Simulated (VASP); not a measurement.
# Sr3Si2 (R-3c) in VASP: single point with PBE

Aim: the single point of Sr3Si2 with PBE.

Program: VASP 6.6.1. These are calculated values, not measurements. Logs are shortened: lines on timing, memory, paths and dates and some standing lists are left out, and cuts for length are marked.

## Step 1: The cell of the first run

Symmetry: R-3c, No. 167, trigonal system. The conventional cell has a = 7.482 Å, b = 7.482 Å, c = 23.995 Å, α = 90.00°, β = 90.00°, γ = 120.00°. Sr (site symmetry 2) has 4 Si at 3.14 to 3.20 Å and 2 Sr at 3.98 Å within 4.1 Å. Si (site symmetry 3) has 6 Sr at 3.14 to 3.20 Å within 4.1 Å.

## Step 2: Single point, PBE

The input, INCAR:

```
PREC = Accurate
ENCUT = 520
EDIFF = 1E-7
ISMEAR = 0
SIGMA = 0.1
LREAL = F
LASPH = T
NELM = 100
ALGO = Fast
ISIF = 2
LWAVE = F
LCHARG = T
GGA = PE
LELF = T
LVHAR = T
NBANDS = 49
```

The input, KPOINTS:

```
regular mesh
0
Gamma
  6 6 6
```

The input, POSCAR:

```
Sr3Si2
1.0
    3.7409439574      2.1598350008      7.9982244062
   -3.7409439574      2.1598350008      7.9982244062
    0.0000000000     -4.3196700017      7.9982244061
Sr Si
6 4
Direct
    0.5573698592      0.9426301408      0.2500000000
    0.2500000000      0.5573698592      0.9426301408
    0.9426301408      0.2500000000      0.5573698592
    0.4426301408      0.0573698592      0.7500000000
    0.7500000000      0.4426301408      0.0573698592
    0.0573698592      0.7500000000      0.4426301408
    0.3430334791      0.3430334791      0.3430334791
    0.1569665209      0.1569665209      0.1569665209
    0.6569665209      0.6569665209      0.6569665209
    0.8430334791      0.8430334791      0.8430334791
```

Potentials or basis: VASP PAW PBE potentials, release 64 (Sr_sv, Si).

Started as:

```
$ cat potpaw_PBE.64/Sr_sv/POTCAR potpaw_PBE.64/Si/POTCAR > POTCAR
$ mpirun -np 1 vasp_std > vasp.out
```

OUTCAR:

```text
PREC = Accurate
   ENCUT = 520
   EDIFF = 1E-7
   ISMEAR = 0
   LREAL = F
   LASPH = T
   NELM = 100
   ISIF = 2
   GGA = PE

 ion  position               nearest neighbor table
   1  0.557  0.943  0.250-   9 3.14  10 3.14   7 3.20   8 3.20   2 3.98   3 3.98   3 4.50   2 4.50
                             2 4.50   3 4.50   4 4.63   4 4.63   5 4.77   6 4.77   5 4.77   6 4.77
   2  0.250  0.557  0.943-  10 3.14   9 3.14   7 3.20   8 3.20   1 3.98   3 3.98   1 4.50   3 4.50
                             3 4.50   1 4.50   5 4.63   5 4.63   6 4.77   6 4.77   4 4.77   4 4.77
   3  0.943  0.250  0.557-   9 3.14  10 3.14   8 3.20   7 3.20   1 3.98   2 3.98   1 4.50   2 4.50
                             2 4.50   1 4.50   6 4.63   6 4.63   5 4.77   5 4.77   4 4.77   4 4.77
   4  0.443  0.057  0.750-   7 3.14   8 3.14   9 3.20  10 3.20   6 3.98   5 3.98   6 4.50   5 4.50
                             6 4.50   5 4.50   1 4.63   1 4.63   3 4.77   2 4.77   2 4.77   3 4.77
   5  0.750  0.443  0.057-   8 3.14   7 3.14   9 3.20  10 3.20   4 3.98   6 3.98   4 4.50   6 4.50
                             6 4.50   4 4.50   2 4.63   2 4.63   3 4.77   3 4.77   1 4.77   1 4.77
   6  0.057  0.750  0.443-   7 3.14   8 3.14  10 3.20   9 3.20   4 3.98   5 3.98   4 4.50   5 4.50
                             5 4.50   4 4.50   3 4.63   3 4.63   2 4.77   2 4.77   1 4.77   1 4.77
   7  0.343  0.343  0.343-   4 3.14   6 3.14   5 3.14   2 3.20   1 3.20   3 3.20
   8  0.157  0.157  0.157-   4 3.14   5 3.14   6 3.14   3 3.20   1 3.20   2 3.20
   9  0.657  0.657  0.657-   1 3.14   3 3.14   2 3.14   5 3.20   4 3.20   6 3.20
  10  0.843  0.843  0.843-   1 3.14   2 3.14   3 3.14   6 3.20   4 3.20   5 3.20

  LATTYP: Found a trigonal (rhomboedric) cell.
 ALAT       =     9.0901673568
 COS(alpha) =     0.6612739155

  Lattice vectors:

 A1 = (   3.7409439574,   2.1598350008,   7.9982244062)
 A2 = (  -3.7409439574,   2.1598350008,   7.9982244062)
 A3 = (   0.0000000000,  -4.3196700017,   7.9982244061)

Analysis of symmetry for initial positions (statically):
=====================================================================
 Subroutine PRICEL returns:
 Original cell was already a primitive cell.

 Routine SETGRP: Setting up the symmetry group for a
 trigonal (rhombohedral) supercell.

 Subroutine GETGRP returns: Found 12 space group operations
 (whereof  6 operations were pure point group operations)
 out of a pool of 12 trial point group operations.

The static configuration has the point symmetry S_6 .
 The point group associated with its full space group is D_3d.

Analysis of symmetry for dynamics (positions and initial velocities):
=====================================================================
 Subroutine PRICEL returns:
 Original cell was already a primitive cell.

 Routine SETGRP: Setting up the symmetry group for a
 trigonal (rhombohedral) supercell.

 Subroutine GETGRP returns: Found 12 space group operations
 (whereof  6 operations were pure point group operations)
 out of a pool of 12 trial point group operations.

The dynamic configuration has the point symmetry S_6 .
 The point group associated with its full space group is D_3d.

 Subroutine INISYM returns: Found 12 space group operations
 (whereof  6 operations are pure point group operations),
 and found     1 'primitive' translations

----------------------------------------------------------------------------------------

                                     Primitive cell

  volume of cell :     387.7454

  direct lattice vectors                    reciprocal lattice vectors
     3.740943957  2.159835001  7.998224406     0.133656105  0.077166388  0.041675917
    -3.740943957  2.159835001  7.998224406    -0.133656105  0.077166388  0.041675917
     0.000000000 -4.319670002  7.998224406     0.000000000 -0.154332777  0.041675917

  length of vectors
     9.090167357  9.090167357  9.090167357     0.159860840  0.159860840  0.159860840

  position of ions in fractional coordinates (direct lattice)
     0.557369859  0.942630141  0.250000000
     0.250000000  0.557369859  0.942630141
     0.942630141  0.250000000  0.557369859
     0.442630141  0.057369859  0.750000000
     0.750000000  0.442630141  0.057369859
     0.057369859  0.750000000  0.442630141
     0.343033479  0.343033479  0.343033479
     0.156966521  0.156966521  0.156966521
     0.656966521  0.656966521  0.656966521
     0.843033479  0.843033479  0.843033479

  ion indices of the primitive-cell ions
   primitive index   ion index
                 1           1
                 2           2
                 3           3
                 4           4
                 5           5
                 6           6
                 7           7
                 8           8
                 9           9
                10          10

----------------------------------------------------------------------------------------

 KPOINTS: regular mesh

Automatic generation of k-mesh.
 Grid dimensions read from file:
 generate k-points for:    6    6    6

 Generating k-lattice:

  Cartesian coordinates                     Fractional coordinates (reciprocal lattice)
     0.022276018  0.012861065  0.006945986     0.166666667  0.000000000  0.000000000
    -0.022276018  0.012861065  0.006945986     0.000000000  0.166666667  0.000000000
     0.000000000 -0.025722129  0.006945986    -0.000000000 -0.000000000  0.166666667

  Length of vectors
     0.026643473  0.026643473  0.026643473

  Shift w.r.t. Gamma in fractional coordinates (k-lattice)
     0.000000000  0.000000000  0.000000000

 Subroutine IBZKPT returns following result:
 ===========================================

 Found     32 irreducible k-points:

 Following reciprocal coordinates:
            Coordinates               Weight
  0.000000  0.000000  0.000000      1.000000
  0.166667  0.000000  0.000000      6.000000
  0.333333  0.000000  0.000000      6.000000
  0.500000  0.000000  0.000000      3.000000
  0.166667  0.166667  0.000000      6.000000
  0.333333  0.166667  0.000000     12.000000
[... 16 lines left out ...]
  0.500000  0.500000  0.166667      6.000000
 -0.333333  0.500000  0.166667     12.000000
 [... further k-points ...]
   k-points           NKPTS =     32   k-points in BZ     NKDIM =     32   number of bands    NBANDS=     49
   number of dos      NEDOS =    301   number of ions     NIONS =     10
   total plane-waves  NPLWV = 343000
   dimension x,y,z NGX =    70 NGY =   70 NGZ =   70
   dimension x,y,z NGXF=   140 NGYF=  140 NGZF=  140
   ions per type =               6   4
   NGX,Y,Z   is equivalent  to a cutoff of  12.80, 12.80, 12.80 a.u.
   NGXF,Y,Z  is equivalent  to a cutoff of  25.60, 25.60, 25.60 a.u.
 SYSTEM =  unknown system
   PREC   = accura    normal or accurate (medium, high low for compatibility)
   ISTART =      0    job   : 0-new  1-cont  2-samecut
   ICHARG =      2    charge: 1-file 2-atom 10-const
   ISPIN  =      1    spin polarized calculation?
   LNONCOLLINEAR =      F non collinear calculations
   LSORBIT =      F    spin-orbit coupling
   LASPH  =      T    aspherical Exc in radial PAW
   ENCUT  =  520.0 eV  38.22 Ry    6.18 a.u.  16.90 16.90 16.90*2*pi/ulx,y,z
   NELM   =    100;   NELMIN=  2; NELMDL= -5     # of ELM steps
   EDIFF  = 0.1E-06   stopping-criterion for ELM
   LREAL  =      F    real-space projection
   EDIFFG = 0.1E-05   stopping-criterion for IOM
   NSW    =      0    number of steps for IOM
   IBRION =     -1    ionic relax: 0-MD 1-quasi-New 2-CG
   NFREE  =      0    steps in history (QN), initial steepest desc. (CG)
   ISIF   =      2    stress and relaxation
   ISYM   =      2    0-nonsym 1-usesym 2-fastsym
   POTIM  = 0.5000    time-step for ionic-motion
   TEBEG  =    0.0;   TEEND  =   0.0 temperature during run
   PSTRESS=    0.0 pullay stress
   NELECT =      76.0000    total number of electrons
   NUPDOWN=      -1.0000    fix difference up-down
   EMIN   =  10.00;   EMAX   =-10.00  energy-range for DOS
   EFERMI =   0.00;   METHOD = LEGACY
   ISMEAR =     0;   SIGMA  =   0.10  broadening in eV -4-tet -1-fermi 0-gaus
   EFERMI_NEDOS =   21; number of points for ismear=-14 and -15
   IALGO  =     68    algorithm
   IMIX   =      4    mixing-type and parameters
     AMIX     =   0.40;   BMIX     =  1.00
     AMIX_MAG =   1.60;   BMIX_MAG =  1.00
  volume/ion in A,a.u.               =      38.77       261.66
  Fermi-wavevector in a.u.,A,eV,Ry     =   0.950963  1.797060 12.304177  0.904331
  Thomas-Fermi vector in A             =   2.079389
   LORBIT       =      0    0 simple, 1 ext, 2 COOP (PROOUT), +10 PAW based schemes
   GGA     = PE    functional components
   LHFCALC =     F    Hartree Fock is set to
   AEXX    =    0.0000 exact exchange contribution
   IVDW    =     0    specifies the selected vdW correction
   LEPSILON=     F    determine dielectric tensor
   LRPA    =     F    only Hartree local field effects (RPA)
 non-spin polarized calculation
 RMM-DIIS sequential band-by-band and
 Gauss-broadening in eV      SIGMA  =   0.10
  energy-cutoff  :      520.00
  volume of cell :      387.75
 maximum number of plane-waves:     10470
 NGX is ok and might be reduce to    70
   NGX = 33   NGY = 33   NGZ = 33

 number of electron      75.9999999 magnetization

 Free energy of the ion-electron system (eV)
  ---------------------------------------------------
  ext. energy  EPLUGINS =         0.00000000
  ---------------------------------------------------
  free energy    TOTEN  =       -32.44479294 eV

  energy without entropy =      -32.39731585  energy(sigma->0) =      -32.42105439

 E-fermi :   1.7988     XC(G=0):  -7.8365

 val. band max:        1.7966865032   @ k =   0.5000   0.5000   0.1667
 cond. band min:       1.7997875759   @ k =   0.3333   0.3333   0.1667
 fundamental gap:      0.0031010727
 Fermi energy:         1.7988147222

 k-point     1 :       0.0000    0.0000    0.0000
  band No.  band energies     occupation
      1     -33.4843      2.00000
      2     -33.4803      2.00000
      3     -33.4697      2.00000
      4     -33.4697      2.00000
      5     -33.4690      2.00000
      6     -33.4690      2.00000
[... 41 lines left out ...]
     48       4.7950      0.00000
     49       4.8333      0.00000

 k-point     2 :       0.1667    0.0000    0.0000
  band No.  band energies     occupation
      1     -33.4835      2.00000
      2     -33.4798      2.00000
      3     -33.4702      2.00000
      4     -33.4698      2.00000
      5     -33.4694      2.00000
      6     -33.4692      2.00000
[... 41 lines left out ...]
     48       4.6043      0.00000
     49       4.8576      0.00000

 k-point     3 :       0.3333    0.0000    0.0000
  band No.  band energies     occupation
      1     -33.4814      2.00000
      2     -33.4788      2.00000
      3     -33.4714      2.00000
      4     -33.4705      2.00000
      5     -33.4701      2.00000
      6     -33.4698      2.00000
[... 41 lines left out ...]
     48       4.6482      0.00000
     49       4.7731      0.00000

 k-point     4 :       0.5000    0.0000    0.0000
  band No.  band energies     occupation
      1     -33.4792      2.00000
      2     -33.4792      2.00000
      3     -33.4716      2.00000
      4     -33.4716      2.00000
      5     -33.4701      2.00000
      6     -33.4701      2.00000
[... 977 lines left out ...]
     48       4.5820      0.00000
     49       4.8267      0.00000

 k-point    23 :       0.5000    0.5000    0.1667
  band No.  band energies     occupation
      1     -33.4806      2.00000
      2     -33.4794      2.00000
      3     -33.4715      2.00000
      4     -33.4706      2.00000
      5     -33.4705      2.00000
      6     -33.4693      2.00000
[... 41 lines left out ...]
     48       4.4289      0.00000
     49       5.0845      0.00000

 k-point    24 :      -0.3333    0.5000    0.1667
  band No.  band energies     occupation
      1     -33.4794      2.00000
      2     -33.4788      2.00000
      3     -33.4720      2.00000
      4     -33.4713      2.00000
      5     -33.4706      2.00000
      6     -33.4698      2.00000
[... 41 lines left out ...]
     48       4.5711      0.00000
     49       4.9860      0.00000

 [... further k-points ...]

------------------------ aborting loop because EDIFF is reached ----------------------------------------

  FORCE on cell =-STRESS in cart. coord.  units (eV):
  Direction    XX          YY          ZZ          XY          YZ          ZX
  --------------------------------------------------------------------------------------
  -------------------------------------------------------------------------------------
  Total        0.1340276      0.1340276      0.1634006      0.0000000      0.0000000      0.0000000
  in kB        0.5538067      0.5538067      0.6751770      0.0000000      0.0000000      0.0000000
  external PRESSURE =       0.5942635 kB  Pullay stress =       0.0000000 kB

 VOLUME and BASIS-vectors are now :
 -----------------------------------------------------------------------------
  energy-cutoff  :      520.00
  volume of cell :      387.75
      direct lattice vectors                 reciprocal lattice vectors
     3.740943957  2.159835001  7.998224406     0.133656105  0.077166388  0.041675917
    -3.740943957  2.159835001  7.998224406    -0.133656105  0.077166388  0.041675917
     0.000000000 -4.319670002  7.998224406     0.000000000 -0.154332777  0.041675917

 POSITION                                       TOTAL-FORCE (eV/Angst)
 -----------------------------------------------------------------------------------
     -1.44124      2.15984     13.99689         0.002753     -0.000000      0.000000
     -1.14985     -2.32807     13.99689        -0.001376      0.002384      0.000000
      2.59109      0.16823     13.99689        -0.001376     -0.002384     -0.000000
      1.44124     -2.15984      9.99778        -0.002753     -0.000000      0.000000
      1.14985      2.32807      9.99778         0.001376     -0.002384     -0.000000
     -2.59109     -0.16823      9.99778         0.001376      0.002384      0.000000
      0.00000     -0.00000      8.23098        -0.000000     -0.000000      0.002025
      0.00000     -0.00000      3.76636        -0.000000      0.000000     -0.002025
      0.00000     -0.00000     15.76370        -0.000000      0.000000     -0.002025
      0.00000     -0.00000     20.22831        -0.000000     -0.000000      0.002025
 -----------------------------------------------------------------------------------
    total drift:                               -0.000000      0.000000     -0.000000

  FREE ENERGIE OF THE ION-ELECTRON SYSTEM (eV)
  ---------------------------------------------------
  free  energy   TOTEN  =       -32.4447929385 eV

  energy  without entropy=      -32.3973158511  energy(sigma->0) =      -32.42105439
```

Wall time 55 min (1 thread of Intel Xeon Platinum 8259CL at 2.50GHz (Skylake/Cascade Lake), shared host); peak memory 0.98 GiB.

What came out:

```
Free energy            : -32.4448 eV
Pressure               : 0.1 GPa
Band gap on the k mesh : zero (bands 38 and 39 overlap by 0.41 eV)
```

Forces on the atoms (eV/Å):
```
Sr   0.003  0.000  0.000
Sr  -0.001  0.002  0.000
Sr  -0.001 -0.002  0.000
Sr  -0.003  0.000  0.000
Sr   0.001 -0.002  0.000
Sr   0.001  0.002  0.000
Si   0.000  0.000  0.002
Si   0.000  0.000 -0.002
Si   0.000  0.000 -0.002
Si   0.000  0.000  0.002
```
